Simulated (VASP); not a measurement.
# ZrS (R-3m) in VASP: a series of runs, part 2 of 2

VASP 6.6.1. The steps go on from the part before.

### 3 Single point, PBEsol

This run uses another cell than the first one, of the same volume but with other edges.

File INCAR:

```
PREC     = Accurate       # precision mode
ENCUT    = 520            # plane-wave cutoff, eV
EDIFF    = 1E-6           # SCF threshold, eV
ISMEAR   = 0              # smearing method
SIGMA    = 0.15           # smearing width, eV
LREAL    = False          # projectors in reciprocal space
LASPH    = True           # aspherical terms in the spheres
NELM     = 100            # most SCF steps
ALGO     = Normal         # electronic algorithm
ISIF     = 2              # what is computed and relaxed
LWAVE    = False          # write WAVECAR
LCHARG   = False          # write CHGCAR
GGA      = PS             # functional
NBANDS   = 16             # bands
```

File KPOINTS:

```
regular mesh
0
Gamma
  16 16 16
```

File POSCAR:

```
ZrS
1.0
   -0.3098294864      2.4831045855      2.4831045855
    2.4831045855     -0.3098294864      2.4831045855
    2.4831045855      2.4831045855     -0.3098294864
Zr S
1 1
Direct
    0.0000000000      0.0000000000      0.0000000000
    0.5000000000      0.5000000000      0.5000000000
```

Potentials or basis: VASP PAW PBE potentials, release 64 (Zr_sv, S).

On the command line:

```console
$ cat potpaw_PBE.64/Zr_sv/POTCAR potpaw_PBE.64/S/POTCAR > POTCAR
$ mpirun -np 1 vasp_std > vasp.out
```

OUTCAR:

```text
PREC = Accurate
   ENCUT = 520
   EDIFF = 1E-6
   ISMEAR = 0
   LREAL = False
   LASPH = True
   NELM = 100
   ISIF = 2
   GGA = PS

 ion  position               nearest neighbor table
   1  0.000  0.000  0.000-   2 2.65   2 2.65   2 2.65   2 2.65   2 2.65   2 2.65
   2  0.500  0.500  0.500-   1 2.65   1 2.65   1 2.65   1 2.65   1 2.65   1 2.65

  LATTYP: Found a trigonal (rhomboedric) cell.
 ALAT       =     3.5252817016
 COS(alpha) =     0.3723266135

  Lattice vectors:

 A1 = (  -0.3098294864,   2.4831045855,   2.4831045855)
 A2 = (   2.4831045855,  -0.3098294864,   2.4831045855)
 A3 = (   2.4831045855,   2.4831045855,  -0.3098294864)

Analysis of symmetry for initial positions (statically):
=====================================================================
 Subroutine PRICEL returns:
 Original cell was already a primitive cell.

 Routine SETGRP: Setting up the symmetry group for a
 trigonal (rhombohedral) supercell.

 Subroutine GETGRP returns: Found 12 space group operations
 (whereof 12 operations were pure point group operations)
 out of a pool of 12 trial point group operations.

The static configuration has the point symmetry D_3d.

Analysis of symmetry for dynamics (positions and initial velocities):
=====================================================================
 Subroutine PRICEL returns:
 Original cell was already a primitive cell.

 Routine SETGRP: Setting up the symmetry group for a
 trigonal (rhombohedral) supercell.

 Subroutine GETGRP returns: Found 12 space group operations
 (whereof 12 operations were pure point group operations)
 out of a pool of 12 trial point group operations.

The dynamic configuration has the point symmetry D_3d.

 Subroutine INISYM returns: Found 12 space group operations
 (whereof 12 operations are pure point group operations),
 and found     1 'primitive' translations

----------------------------------------------------------------------------------------

                                     Primitive cell

  volume of cell :      36.3220

  direct lattice vectors                    reciprocal lattice vectors
    -0.309829486  2.483104586  2.483104586    -0.167111229  0.190935174  0.190935174
     2.483104586 -0.309829486  2.483104586     0.190935174 -0.167111229  0.190935174
     2.483104586  2.483104586 -0.309829486     0.190935174  0.190935174 -0.167111229

  length of vectors
     3.525281702  3.525281702  3.525281702     0.317551011  0.317551011  0.317551011

  position of ions in fractional coordinates (direct lattice)
     0.000000000  0.000000000  0.000000000
     0.500000000  0.500000000  0.500000000

  ion indices of the primitive-cell ions
   primitive index   ion index
                 1           1
                 2           2

----------------------------------------------------------------------------------------

 KPOINTS: regular mesh

Automatic generation of k-mesh.
 Grid dimensions read from file:
 generate k-points for:   16   16   16

 Generating k-lattice:

  Cartesian coordinates                     Fractional coordinates (reciprocal lattice)
    -0.010444452  0.011933448  0.011933448     0.062500000 -0.000000000 -0.000000000
     0.011933448 -0.010444452  0.011933448    -0.000000000  0.062500000 -0.000000000
     0.011933448  0.011933448 -0.010444452    -0.000000000 -0.000000000  0.062500000

  Length of vectors
     0.019846938  0.019846938  0.019846938

  Shift w.r.t. Gamma in fractional coordinates (k-lattice)
     0.000000000  0.000000000  0.000000000

 Subroutine IBZKPT returns following result:
 ===========================================

 Found    417 irreducible k-points:

 Following reciprocal coordinates:
            Coordinates               Weight
  0.000000  0.000000  0.000000      1.000000
  0.062500 -0.000000 -0.000000      6.000000
  0.125000 -0.000000 -0.000000      6.000000
  0.187500  0.000000  0.000000      6.000000
  0.250000 -0.000000 -0.000000      6.000000
  0.312500  0.000000 -0.000000      6.000000
[... 16 lines left out ...]
 -0.125000  0.062500  0.000000     12.000000
 -0.062500  0.062500  0.000000      6.000000
 [... further k-points ...]
   k-points           NKPTS =    417   k-points in BZ     NKDIM =    417   number of bands    NBANDS=     16
   number of dos      NEDOS =    301   number of ions     NIONS =      2
   total plane-waves  NPLWV =  21952
   dimension x,y,z NGX =    28 NGY =   28 NGZ =   28
   dimension x,y,z NGXF=    56 NGYF=   56 NGZF=   56
   ions per type =               1   1
   NGX,Y,Z   is equivalent  to a cutoff of  13.20, 13.20, 13.20 a.u.
   NGXF,Y,Z  is equivalent  to a cutoff of  26.41, 26.41, 26.41 a.u.
 SYSTEM =  unknown system
   PREC   = accura    normal or accurate (medium, high low for compatibility)
   ISTART =      0    job   : 0-new  1-cont  2-samecut
   ICHARG =      2    charge: 1-file 2-atom 10-const
   ISPIN  =      1    spin polarized calculation?
   LNONCOLLINEAR =      F non collinear calculations
   LSORBIT =      F    spin-orbit coupling
   LASPH  =      T    aspherical Exc in radial PAW
   ENCUT  =  520.0 eV  38.22 Ry    6.18 a.u.   6.55  6.55  6.55*2*pi/ulx,y,z
   NELM   =    100;   NELMIN=  2; NELMDL= -5     # of ELM steps
   EDIFF  = 0.1E-05   stopping-criterion for ELM
   LREAL  =      F    real-space projection
   EDIFFG = 0.1E-04   stopping-criterion for IOM
   NSW    =      0    number of steps for IOM
   IBRION =     -1    ionic relax: 0-MD 1-quasi-New 2-CG
   NFREE  =      0    steps in history (QN), initial steepest desc. (CG)
   ISIF   =      2    stress and relaxation
   ISYM   =      2    0-nonsym 1-usesym 2-fastsym
   POTIM  = 0.5000    time-step for ionic-motion
   TEBEG  =    0.0;   TEEND  =   0.0 temperature during run
   PSTRESS=    0.0 pullay stress
   NELECT =      18.0000    total number of electrons
   NUPDOWN=      -1.0000    fix difference up-down
   EMIN   =  10.00;   EMAX   =-10.00  energy-range for DOS
   EFERMI =   0.00;   METHOD = LEGACY
   ISMEAR =     0;   SIGMA  =   0.15  broadening in eV -4-tet -1-fermi 0-gaus
   EFERMI_NEDOS =   21; number of points for ismear=-14 and -15
   IALGO  =     38    algorithm
   IMIX   =      4    mixing-type and parameters
     AMIX     =   0.40;   BMIX     =  1.00
     AMIX_MAG =   1.60;   BMIX_MAG =  1.00
  volume/ion in A,a.u.               =      18.16       122.56
  Fermi-wavevector in a.u.,A,eV,Ry     =   1.295515  2.448168 22.835459  1.678359
  Thomas-Fermi vector in A             =   2.427030
   LORBIT       =      0    0 simple, 1 ext, 2 COOP (PROOUT), +10 PAW based schemes
   GGA     = PS    functional components
   LHFCALC =     F    Hartree Fock is set to
   AEXX    =    0.0000 exact exchange contribution
   IVDW    =     0    specifies the selected vdW correction
   LEPSILON=     F    determine dielectric tensor
   LRPA    =     F    only Hartree local field effects (RPA)
 non-spin polarized calculation
 Gauss-broadening in eV      SIGMA  =   0.15
  energy-cutoff  :      520.00
  volume of cell :       36.32
 maximum number of plane-waves:       996
 NGX is ok and might be reduce to    28

 number of electron      17.9999999 magnetization

 Free energy of the ion-electron system (eV)
  ---------------------------------------------------
  ext. energy  EPLUGINS =         0.00000000
  ---------------------------------------------------
  free energy    TOTEN  =       -16.35136779 eV

  energy without entropy =      -16.33541640  energy(sigma->0) =      -16.34339209

 E-fermi :  10.5009     XC(G=0): -11.4544

 val. band max:       10.4975109380   @ k =  -0.1250   0.1875   0.0625
 cond. band min:      10.5021243135   @ k =  -0.3125   0.4375   0.2500
 fundamental gap:      0.0046133755
 Fermi energy:        10.5009035234

 k-point     1 :       0.0000    0.0000    0.0000
  band No.  band energies     occupation
      1     -39.3819      2.00000
      2     -17.4043      2.00000
      3     -17.4043      2.00000
      4     -17.2612      2.00000
      5      -5.2192      2.00000
      6       6.8963      2.00000
[... 8 lines left out ...]
     15      18.0855      0.00000
     16      22.0951      0.00000
[... 419 lines left out ...]
 k-point    24 :      -0.0625    0.0625    0.0000
  band No.  band energies     occupation
      1     -39.3798      2.00000
      2     -17.4285      2.00000
      3     -17.4078      2.00000
      4     -17.2690      2.00000
      5      -5.1014      2.00000
      6       6.1768      2.00000
[... 8 lines left out ...]
     15      18.3406      0.00000
     16      20.8291      0.00000

 [... further k-points ...]

------------------------ aborting loop because EDIFF is reached ----------------------------------------

  FORCE on cell =-STRESS in cart. coord.  units (eV):
  Direction    XX          YY          ZZ          XY          YZ          ZX
  --------------------------------------------------------------------------------------
  -------------------------------------------------------------------------------------
  Total       -1.4907864     -1.4907864     -1.4907864      0.6769975      0.6769975      0.6769975
  in kB      -65.7591575    -65.7591575    -65.7591575     29.8626203     29.8626203     29.8626203
  external PRESSURE =     -65.7591575 kB  Pullay stress =       0.0000000 kB

 VOLUME and BASIS-vectors are now :
 -----------------------------------------------------------------------------
  energy-cutoff  :      520.00
  volume of cell :       36.32
      direct lattice vectors                 reciprocal lattice vectors
    -0.309829486  2.483104586  2.483104586    -0.167111229  0.190935174  0.190935174
     2.483104586 -0.309829486  2.483104586     0.190935174 -0.167111229  0.190935174
     2.483104586  2.483104586 -0.309829486     0.190935174  0.190935174 -0.167111229

 POSITION                                       TOTAL-FORCE (eV/Angst)
 -----------------------------------------------------------------------------------
      0.00000      0.00000      0.00000         0.000000      0.000000     -0.000000
      2.32819      2.32819      2.32819        -0.000000     -0.000000      0.000000
 -----------------------------------------------------------------------------------
    total drift:                                0.000000      0.000000      0.000000

  FREE ENERGIE OF THE ION-ELECTRON SYSTEM (eV)
  ---------------------------------------------------
  free  energy   TOTEN  =       -16.3513677902 eV

  energy  without entropy=      -16.3354163968  energy(sigma->0) =      -16.34339209
```

Wall time 1.8 min (1 thread of Intel Xeon Platinum 8559C (Emerald Rapids), shared host); peak memory 0.34 GiB.

What came out:

```
Free energy            : -16.3514 eV
Pressure               : -6.6 GPa
Band gap on the k mesh : zero (band 9 reaches 11.96 eV, above the bottom of band 10 at 8.55 eV)
```

Caveat: the PAW data sets were made with another functional, which shifts forces and pressure a little.

### 4 Single point, PBEsol

This run uses another cell than the first one, of the same volume but with other edges.

File INCAR:

```
SYSTEM = ZrS
ALGO     = Normal         ! electronic algorithm
EDIFF    = 1E-6           ! SCF threshold, eV
ENCUT    = 520            ! plane-wave cutoff, eV
GGA      = PS             ! functional
ISIF     = 2              ! what is computed and relaxed
ISMEAR   = 0              ! smearing method
LASPH    = .True.         ! aspherical terms in the spheres
LCHARG   = .False.        ! write CHGCAR
LREAL    = .False.        ! projectors in reciprocal space
LWAVE    = .False.        ! write WAVECAR
NBANDS   = 16             ! bands
NELM     = 100            ! most SCF steps
PREC     = Accurate       ! precision mode
SIGMA    = 0.15           ! smearing width, eV
```

File KPOINTS:

```
k-points
0
Gamma
  16 16 16
  0 0 0
```

File POSCAR:

```
ZrS
1.0
    0.2170936181      2.7414380149      2.7414380149
    2.7414380149      0.2170936181      2.7414380149
    2.7414380149      2.7414380149      0.2170936181
Zr S
1 1
Direct
    0.0000000000      0.0000000000      0.0000000000
    0.5000000000      0.5000000000      0.5000000000
```

On the command line:

```console
$ cat potpaw_PBE.64/Zr_sv/POTCAR potpaw_PBE.64/S/POTCAR > POTCAR
$ mpirun -np 1 vasp_std > vasp.out
```

Run time: 2.3 min. Hardware: 1 thread of Intel Xeon Platinum 8559C (Emerald Rapids), shared host; peak memory 0.35 GiB.

The run converged. Its results:

* Free energy: -16.4317 eV
* Pressure: -6.5 GPa
* Band gap on the k mesh: zero (band 9 reaches 11.69 eV, above the bottom of band 10 at 9.54 eV)

Stress tensor (GPa, compression positive):
```
-6.45 -1.58 -1.58
-1.58 -6.45 -1.58
-1.58 -1.58 -6.45
```

Levels at points of the mesh, in eV from the Fermi level:
```csv
k point,band 6,band 7,band 8,band 9,band 10,band 11,band 12,band 13
"(0.00, 0.00, 0.00)",-3.90,-3.14,-3.14,-2.12,-0.96,-0.96,-0.44,-0.44
"(0.50, 0.00, 0.00)",-7.94,-6.36,-5.59,0.50,1.84,2.17,2.56,5.13
"(0.50, 0.50, 0.00)",-6.23,-4.64,-4.04,-3.36,0.49,1.64,2.57,2.96
"(0.50, 0.50, 0.50)",-7.96,-5.23,-5.23,1.19,1.19,1.20,2.44,4.98
```

Caveat: the PAW data sets were made with another functional, which shifts forces and pressure a little.

### 5 Single point, PBEsol

This run uses another cell than the first one, of the same volume but with other edges.

File INCAR:

```
PREC = Accurate ; ENCUT = 520
EDIFF = 1E-6 ; ISMEAR = 0
SIGMA = 0.15 ; LREAL = F
LASPH = T ; NELM = 60
ALGO = Normal ; ISIF = 2
LWAVE = F ; LCHARG = F
GGA = PS ; NBANDS = 16
```

File KPOINTS:

```
regular mesh
0
Gamma
  16 16 16
```

File POSCAR:

```
ZrS
1.0
   -0.2085639977      2.5284963390      2.5284963390
    2.5284963390     -0.2085639977      2.5284963390
    2.5284963390      2.5284963390     -0.2085639977
Zr S
1 1
Direct
    0.0000000000      0.0000000000      0.0000000000
    0.5000000000      0.5000000000      0.5000000000
```

On the command line:

```console
$ cat potpaw_PBE.64/Zr_sv/POTCAR potpaw_PBE.64/S/POTCAR > POTCAR
$ mpirun -np 1 vasp_std > vasp.out
```

It took 1.7 min on 1 thread of Intel Xeon Platinum 8559C (Emerald Rapids), shared host; peak memory 0.34 GiB.

The run converged. Its results:

| Property | Result |
| --- | --- |
| Free energy | -16.4226 eV |
| Pressure | -6.6 GPa |
| Band gap on the k mesh | zero (band 9 reaches 12.08 eV, above the bottom of band 10 at 8.76 eV) |

Stress tensor (GPa, compression positive):
```
-6.60  2.12  2.12
 2.12 -6.60  2.12
 2.12  2.12 -6.60
```

Levels at points of the mesh, in eV from the Fermi level:
| k point | band 5 | band 6 | band 7 | band 8 | band 9 | band 10 | band 11 | band 12 | band 13 | band 14 |
| --- | --- | --- | --- | --- | --- | --- | --- | --- | --- | --- |
| (0.00, 0.00, 0.00) | -15.76 | -3.62 | -3.62 | -3.04 | -1.76 | -1.76 | -0.55 | -0.52 | -0.52 | 2.01 |
| (0.50, 0.00, 0.00) | -14.28 | -7.99 | -6.00 | -5.25 | 0.78 | 0.94 | 2.11 | 2.58 | 5.08 | 5.30 |
| (0.50, 0.50, 0.00) | -14.86 | -6.24 | -4.74 | -4.02 | -3.38 | 0.45 | 1.66 | 2.52 | 2.91 | 3.68 |
| (0.50, 0.50, 0.50) | -13.99 | -7.89 | -6.40 | -6.40 | 1.56 | 1.92 | 1.92 | 2.14 | 5.42 | 5.42 |

Caveat: the PAW data sets were made with another functional, which shifts forces and pressure a little.

### 6 Single point, PBEsol

This run uses another cell than the first one, of 19.08 Å³/atom, 1.051 times its volume.

File INCAR:

```
ALGO = Normal
EDIFF = 1E-6
ENCUT = 520
GGA = PS
ISIF = 2
ISMEAR = 0
LASPH = True
LCHARG = False
LREAL = False
LWAVE = False
NBANDS = 16
NELM = 100
PREC = Accurate
SIGMA = 0.15
```

File KPOINTS:

```
k-points
0
Gamma
  16 16 16
```

File POSCAR:

```
ZrS
1.0
   -0.3149698264      2.5243014450      2.5243014450
    2.5243014450     -0.3149698264      2.5243014450
    2.5243014450      2.5243014450     -0.3149698264
Zr S
1 1
Direct
    0.0000000000      0.0000000000      0.0000000000
    0.5000000000      0.5000000000      0.5000000000
```

Potentials or basis: VASP PAW PBE potentials, release 64 (Zr_sv, S).

On the command line:

```console
$ cat potpaw_PBE.64/Zr_sv/POTCAR potpaw_PBE.64/S/POTCAR > POTCAR
$ mpirun -np 1 vasp_std > vasp.out
```

Wall time 1.8 min (1 thread of Intel Xeon Platinum 8559C (Emerald Rapids), shared host); peak memory 0.35 GiB.

The run converged. Its results:

```yaml
Free_energy: -16.2466 eV
Pressure: -11.6 GPa
Band_gap_on_the_k_mesh: zero (band 9 reaches 11.32 eV, above the bottom of band 10 at 8.08 eV)
```

Stress tensor (GPa, compression positive):
```
-11.59   2.85   2.85
  2.85 -11.59   2.85
  2.85   2.85 -11.59
```

Levels at points of the mesh, in eV from the Fermi level:
| k point | band 6 | band 7 | band 8 | band 9 | band 10 | band 11 | band 12 | band 13 |
| --- | --- | --- | --- | --- | --- | --- | --- | --- |
| (0.00, 0.00, 0.00) | -3.58 | -3.58 | -2.81 | -1.81 | -1.81 | -0.29 | -0.29 | -0.27 |
| (0.50, 0.00, 0.00) | -7.72 | -5.73 | -4.69 | 0.40 | 0.62 | 2.22 | 2.73 | 4.46 |
| (0.50, 0.50, 0.00) | -6.10 | -4.79 | -3.71 | -3.09 | 0.38 | 1.16 | 2.42 | 2.50 |
| (0.50, 0.50, 0.50) | -7.51 | -6.32 | -6.32 | 1.43 | 2.04 | 2.04 | 2.09 | 5.06 |

Caveat: the PAW data sets were made with another functional, which shifts forces and pressure a little.

### 7 The runs side by side

```tsv
cell	gap on the mesh (eV)	pressure (GPa)
a = 3.978 Å, angles 52.2°, 2 atoms	none	-6.1
a = 3.525 Å, angles 68.1°, 2 atoms	none	-6.6
a = 3.883 Å, angles 54.7°, 2 atoms	none	-6.5
a = 3.582 Å, angles 65.4°, 2 atoms	none	-6.6
a = 3.584 Å, angles 68.1°, 2 atoms	none	-11.6
```

Alike in all rows: task single point; level PBEsol; potentials or basis VASP PAW PBE potentials, release 64 (Zr_sv, S); no spin polarisation; k mesh 16 × 16 × 16; cutoff (eV) 520; smearing gaussian 0.15 eV.

Caveats: the PAW data sets were made with another functional, which shifts forces and pressure a little.

Total energies depend on the potentials used, so only differences within one code and one set of settings carry meaning.
